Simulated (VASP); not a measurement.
# Sb (I4/mmm) in VASP: notebook

The runs below take Sb through single point, with PBE.

Program: VASP 6.6.1. These are calculated values, not measurements. Logs are shortened: lines on timing, memory, paths and dates and some standing lists are left out, and cuts for length are marked.

## 1. The cell of the first run

The structure is tetragonal, space group I4/mmm (No. 139). Conventional cell: a = 3.010 Å, b = 3.010 Å, c = 5.059 Å, α = 90.00°, β = 90.00°, γ = 90.00°. Sb (site symmetry 4/mmm) has 12 Sb at 3.01 to 3.31 Å within 4.0 Å.

## 2. Single point, PBE (zz strain of +2 %)

Contents of INCAR:

```
SYSTEM = Sb
ALGO     = Normal         ! electronic algorithm
EDIFF    = 1E-6           ! SCF threshold, eV
ENCUT    = 520            ! plane-wave cutoff, eV
GGA      = PE             ! functional
ISIF     = 2              ! what is computed and relaxed
ISMEAR   = -1             ! smearing method
LASPH    = .TRUE.         ! aspherical terms in the spheres
LCHARG   = .TRUE.         ! write CHGCAR
LELF     = .TRUE.         ! ELF
LREAL    = .FALSE.        ! projectors in reciprocal space
LVHAR    = .TRUE.       
LWAVE    = .FALSE.        ! write WAVECAR
NBANDS   = 8              ! bands
NELM     = 100            ! most SCF steps
PREC     = Accurate       ! precision mode
SIGMA    = 0.05           ! smearing width, eV
```

Contents of KPOINTS:

```
k-points
0
G
  19 19 19
  0 0 0
```

Contents of POSCAR:

```
Sb
1.0
   -1.5050000000      1.5050000000      2.5296000000
    1.5050000000     -1.5050000000      2.5296000000
    1.5050000000      1.5050000000     -2.5296000000
Sb
1
Direct
    0.0000000000      0.0000000000      0.0000000000
```

Potentials or basis: VASP PAW PBE potentials, release 64 (Sb).

Started as:

```sh
cat potpaw_PBE.64/Sb/POTCAR > POTCAR
mpirun -np 1 vasp_std > vasp.out
```

OUTCAR:

```text
SYSTEM = Sb
   EDIFF = 1E-6
   ENCUT = 520
   GGA = PE
   ISIF = 2
   ISMEAR = -1
   LASPH = .TRUE.
   LREAL = .FALSE.
   NELM = 100
   PREC = Accurate

 ion  position               nearest neighbor table
   1  0.000  0.000  0.000-

  LATTYP: Found a body centered tetragonal cell.
 ALAT       =     3.0100000000
 C/A-ratio  =     1.6807973422

  Lattice vectors:

 A1 = (  -1.5050000000,   1.5050000000,   2.5296000000)
 A2 = (   1.5050000000,  -1.5050000000,   2.5296000000)
 A3 = (   1.5050000000,   1.5050000000,  -2.5296000000)

Analysis of symmetry for initial positions (statically):
=====================================================================
 Subroutine PRICEL returns:
 Original cell was already a primitive cell.

 Routine SETGRP: Setting up the symmetry group for a
 body centered tetragonal supercell.

 Subroutine GETGRP returns: Found 16 space group operations
 (whereof 16 operations were pure point group operations)
 out of a pool of 16 trial point group operations.

The static configuration has the point symmetry D_4h.

Analysis of symmetry for dynamics (positions and initial velocities):
=====================================================================
 Subroutine PRICEL returns:
 Original cell was already a primitive cell.

 Routine SETGRP: Setting up the symmetry group for a
 body centered tetragonal supercell.

 Subroutine GETGRP returns: Found 16 space group operations
 (whereof 16 operations were pure point group operations)
 out of a pool of 16 trial point group operations.

The dynamic configuration has the point symmetry D_4h.

 Subroutine INISYM returns: Found 16 space group operations
 (whereof 16 operations are pure point group operations),
 and found     1 'primitive' translations

----------------------------------------------------------------------------------------

                                     Primitive cell

  volume of cell :      22.9184

  direct lattice vectors                    reciprocal lattice vectors
    -1.505000000  1.505000000  2.529600000     0.000000000  0.332225914  0.197659709
     1.505000000 -1.505000000  2.529600000     0.332225914  0.000000000  0.197659709
     1.505000000  1.505000000 -2.529600000     0.332225914  0.332225914  0.000000000

  length of vectors
     3.305892642  3.305892642  3.305892642     0.386579123  0.386579123  0.469838393

  position of ions in fractional coordinates (direct lattice)
     0.000000000  0.000000000  0.000000000

  ion indices of the primitive-cell ions
[... 66 lines left out ...]
   ISTART =      0    job   : 0-new  1-cont  2-samecut
   ICHARG =      2    charge: 1-file 2-atom 10-const
   ISPIN  =      1    spin polarized calculation?
   LNONCOLLINEAR =      F non collinear calculations
   LSORBIT =      F    spin-orbit coupling
   LASPH  =      T    aspherical Exc in radial PAW
   ENCUT  =  520.0 eV  38.22 Ry    6.18 a.u.   6.15  6.15  6.15*2*pi/ulx,y,z
   NELM   =    100;   NELMIN=  2; NELMDL= -5     # of ELM steps
   EDIFF  = 0.1E-05   stopping-criterion for ELM
   LREAL  =      F    real-space projection
   EDIFFG = 0.1E-04   stopping-criterion for IOM
   NSW    =      0    number of steps for IOM
   IBRION =     -1    ionic relax: 0-MD 1-quasi-New 2-CG
   NFREE  =      0    steps in history (QN), initial steepest desc. (CG)
   ISIF   =      2    stress and relaxation
   ISYM   =      2    0-nonsym 1-usesym 2-fastsym
   POTIM  = 0.5000    time-step for ionic-motion
   TEBEG  =    0.0;   TEEND  =   0.0 temperature during run
   PSTRESS=    0.0 pullay stress
   NELECT =       5.0000    total number of electrons
   NUPDOWN=      -1.0000    fix difference up-down
   EMIN   =  10.00;   EMAX   =-10.00  energy-range for DOS
   EFERMI =   0.00;   METHOD = LEGACY
   ISMEAR =    -1;   SIGMA  =   0.05  broadening in eV -4-tet -1-fermi 0-gaus
   EFERMI_NEDOS =   21; number of points for ismear=-14 and -15
   IALGO  =     38    algorithm
   IMIX   =      4    mixing-type and parameters
     AMIX     =   0.40;   BMIX     =  1.00
     AMIX_MAG =   1.60;   BMIX_MAG =  1.00
  volume/ion in A,a.u.               =      22.92       154.66
  Fermi-wavevector in a.u.,A,eV,Ry     =   0.985530  1.862382 13.214924  0.971270
  Thomas-Fermi vector in A             =   2.116844
   LORBIT       =      0    0 simple, 1 ext, 2 COOP (PROOUT), +10 PAW based schemes
   GGA     = PE    functional components
[... 5 lines left out ...]
 non-spin polarized calculation
  energy-cutoff  :      520.00
  volume of cell :       22.92
 maximum number of plane-waves:       638
 NGX is ok and might be reduce to    28
   NGX = 13   NGY = 13   NGZ = 13

 number of electron       5.0000000 magnetization

 Free energy of the ion-electron system (eV)
  ---------------------------------------------------
  ext. energy  EPLUGINS =         0.00000000
  ---------------------------------------------------
  free energy    TOTEN  =        -3.63346479 eV

  energy without entropy =       -3.62845562  energy(sigma->0) =       -3.63096021

 E-fermi :  10.8195     XC(G=0): -10.9459

 val. band max:       10.8005219883   @ k =  -0.2632  -0.3684   0.2105
 cond. band min:      10.8348585110   @ k =  -0.1579  -0.4737   0.1053
 fundamental gap:      0.0343365228
 Fermi energy:        10.8195208883

 k-point     1 :       0.0000    0.0000    0.0000
  band No.  band energies     occupation
      1      -3.5358      2.00000
      2      16.9658      0.00000
      3      17.4341      0.00000
      4      17.4341      0.00000
      5      20.7859      0.00000
      6      21.3252      0.00000
      7      21.9736      0.00000
      8      21.9736      0.00000
[... 243 lines left out ...]
 k-point    24 :      -0.2632    0.0526   -0.0000
  band No.  band energies     occupation
      1      -2.0338      2.00000
      2      10.1528      2.00000
      3      14.4577      0.00000
      4      16.8734      0.00000
      5      18.7986      0.00000
      6      21.1407      0.00000
      7      22.7755      0.00000
      8      23.2766      0.00000

 [... further k-points ...]
[... 5 lines left out ...]
  --------------------------------------------------------------------------------------
  -------------------------------------------------------------------------------------
  Total        2.5247150      2.5247150      2.1924915      0.0000000      0.0000000      0.0000000
  in kB      176.4973123    176.4973123    153.2722904      0.0000000      0.0000000      0.0000000
  external PRESSURE =     168.7556383 kB  Pullay stress =       0.0000000 kB

 VOLUME and BASIS-vectors are now :
 -----------------------------------------------------------------------------
  energy-cutoff  :      520.00
  volume of cell :       22.92
      direct lattice vectors                 reciprocal lattice vectors
    -1.505000000  1.505000000  2.529600000     0.000000000  0.332225914  0.197659709
     1.505000000 -1.505000000  2.529600000     0.332225914  0.000000000  0.197659709
     1.505000000  1.505000000 -2.529600000     0.332225914  0.332225914  0.000000000

 POSITION                                       TOTAL-FORCE (eV/Angst)
 -----------------------------------------------------------------------------------
      0.00000      0.00000      0.00000         0.000000     -0.000000     -0.000000
 -----------------------------------------------------------------------------------
    total drift:                                0.000000      0.000000     -0.000000

  FREE ENERGIE OF THE ION-ELECTRON SYSTEM (eV)
  ---------------------------------------------------
  free  energy   TOTEN  =        -3.6334647941 eV

  energy  without entropy=       -3.6284556226  energy(sigma->0) =       -3.63096021
```

Run time: 2.1 min. Hardware: 1 thread of AMD EPYC 7R13, shared host; peak memory 0.21 GiB.

Results:

| Quantity | Value |
| --- | --- |
| Free energy | -3.6335 eV |
| Pressure | 16.9 GPa |
| Band gap on the k mesh | zero (an odd number of electrons rules out a gap without spin polarisation) |

Levels at points of the mesh, in eV from the Fermi level:
```csv
k point,band 1,band 2,band 3,band 4,band 5,band 6,band 7,band 8
"(0.00, 0.00, 0.00)",-14.36,6.15,6.61,6.61,9.97,10.51,11.15,11.15
```

Caveat: the cell differs from its parent crystal (zz strain of +2 %); the cell stands under pressure; spin-orbit coupling is left out, which moves the levels of the heavy elements.

## 3. Single point, PBE (zz strain of +3 %)

Contents of INCAR:

```
PREC = Accurate
ENCUT = 520
EDIFF = 1E-6
ISMEAR = -1
SIGMA = 0.05
LREAL = False
LASPH = True
NELM = 60
ALGO = Normal
ISIF = 2
LWAVE = False
LCHARG = False
GGA = PE
NBANDS = 8
```

Contents of KPOINTS:

```
Automatic mesh
0
Gamma
  19 19 19
```

Contents of POSCAR:

```
Sb
1.0
   -1.5050000000      1.5050000000      2.5544000000
    1.5050000000     -1.5050000000      2.5544000000
    1.5050000000      1.5050000000     -2.5544000000
Sb
1
Direct
    0.0000000000      0.0000000000      0.0000000000
```

Potentials or basis: VASP PAW PBE potentials, release 64 (Sb).

Started as:

```sh
cat potpaw_PBE.64/Sb/POTCAR > POTCAR
mpirun -np 1 vasp_std > vasp.out
```

Run time: 2.3 min. Hardware: 1 thread of AMD EPYC 7R13, shared host; peak memory 0.21 GiB.

Results (log left out):

| Item | Value |
| --- | --- |
| Free energy | -3.6541 eV |
| Pressure | 15.8 GPa |
| Band gap on the k mesh | zero (an odd number of electrons rules out a gap without spin polarisation) |

Stress tensor (GPa, compression positive):
```
16.61  0.00  0.00
 0.00 16.61  0.00
 0.00  0.00 14.14
```

Levels at points of the mesh, in eV from the Fermi level:
```tsv
k point	band 1	band 2	band 3	band 4	band 5	band 6	band 7	band 8
(0.00, 0.00, 0.00)	-14.26	5.98	6.56	6.56	9.92	10.56	11.18	11.18
```

Caveat: the cell differs from its parent crystal (zz strain of +3 %); the cell stands under pressure; spin-orbit coupling is left out, which moves the levels of the heavy elements.

## 4. Single point, PBE (equal xx and yy strain of +2 %)

Contents of INCAR:

```
SYSTEM = Sb
ALGO     = Normal         ! electronic algorithm
EDIFF    = 1E-6           ! SCF threshold, eV
ENCUT    = 520            ! plane-wave cutoff, eV
GGA      = PE             ! functional
ISIF     = 2              ! what is computed and relaxed
ISMEAR   = -1             ! smearing method
LASPH    = .True.         ! aspherical terms in the spheres
LCHARG   = .True.         ! write CHGCAR
LELF     = .True.         ! ELF
LREAL    = .False.        ! projectors in reciprocal space
LVHAR    = .True.       
LWAVE    = .False.        ! write WAVECAR
NBANDS   = 8              ! bands
NELM     = 100            ! most SCF steps
PREC     = Accurate       ! precision mode
SIGMA    = 0.05           ! smearing width, eV
```

Contents of KPOINTS:

```
k-points
0
Gamma
  19 19 19
  0 0 0
```

Contents of POSCAR:

```
Sb
1.0
   -1.5351000000      1.5351000000      2.4800000000
    1.5351000000     -1.5351000000      2.4800000000
    1.5351000000      1.5351000000     -2.4800000000
Sb
1
Direct
    0.0000000000      0.0000000000      0.0000000000
```

Started as:

```sh
cat potpaw_PBE.64/Sb/POTCAR > POTCAR
mpirun -np 1 vasp_std > vasp.out
```

Wall time 2.5 min (1 thread of AMD EPYC 7R13, shared host); peak memory 0.21 GiB.

The run converged. Its results:

| Property | Result |
| --- | --- |
| Free energy | -3.6833 eV |
| Pressure | 14.0 GPa |
| Band gap on the k mesh | zero (an odd number of electrons rules out a gap without spin polarisation) |

Stress tensor (GPa, compression positive):
```
14.06  0.00  0.00
 0.00 14.06  0.00
 0.00  0.00 13.79
```

Levels at points of the mesh, in eV from the Fermi level:
```csv
k point,band 1,band 2,band 3,band 4,band 5,band 6
"(0.00, 0.00, 0.00)",-14.17,6.23,6.41,6.41,9.96,10.37
```

Caveat: the cell differs from its parent crystal (equal xx and yy strain of +2 %); the cell stands under pressure; spin-orbit coupling is left out, which moves the levels of the heavy elements.

## 5. The runs side by side

| cell | gap on the mesh (eV) | pressure (GPa) |
| --- | --- | --- |
| a = 3.306 Å, angles 125.8, 125.8, 80.2°, 1 atom | none | 16.9 |
| a = 3.325 Å, angles 126.2, 126.2, 79.6°, 1 atom | none | 15.8 |
| a = 3.296 Å, angles 124.5, 124.5, 82.4°, 1 atom | none | 14.0 |

Alike in all rows: task single point; level PBE; potentials or basis VASP PAW PBE potentials, release 64 (Sb); no spin polarisation; k mesh 19 × 19 × 19; cutoff (eV) 520; smearing fermi-dirac 0.05 eV.

Caveats: the cell stands under pressure; spin-orbit coupling is left out, which moves the levels of the heavy elements.

Total energies depend on the potentials used, so only differences within one code and one set of settings carry meaning.

The gap in the log of VASP goes by the Fermi energy; the results here count the filled bands.